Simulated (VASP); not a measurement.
**Mg: single point with PBE**

Mg:

```xyz
1
Lattice="-1.7961 1.7961 1.7961 1.7961 -1.7961 1.7961 1.7961 1.7961 -1.7961" Properties=species:S:1:pos:R:3 pbc="T T T"
Mg    0.0000    0.0000    0.0000
```

This cell differs from its parent crystal: volume scaled by 1.04.

```yaml
Program: VASP 6.6.1
Task: single point
Functional: PBE
Potentials_or_basis: VASP PAW PBE potentials, release 64 (Mg)
Cutoff: 520 eV
k_mesh: 11 × 11 × 11
Occupations: fermi-dirac, width 0.05 eV
Spin: no spin polarisation
Dipole_correction: no
Further_INCAR_settings: ALGO = Normal; EDIFF = 1e-06; NBANDS = 7
```

```
Pressure               : -0.6 GPa
Band gap on the k mesh : zero (band 1 reaches 4.84 eV, above the bottom of band 2 at 1.83 eV)
```

Levels at points of the mesh, in eV from the Fermi level:
| k point | band 1 | band 2 | band 3 | band 4 | band 5 |
| --- | --- | --- | --- | --- | --- |
| (0.00, 0.00, 0.00) | -6.89 | 12.96 | 12.96 | 12.96 | 14.97 |

It took 5.4 s on 1 thread of Intel(R) Xeon(R) Platinum 8259CL CPU @ 2.50GHz (Skylake/Cascade Lake), with other jobs on the host, peak memory 0.13 GiB.
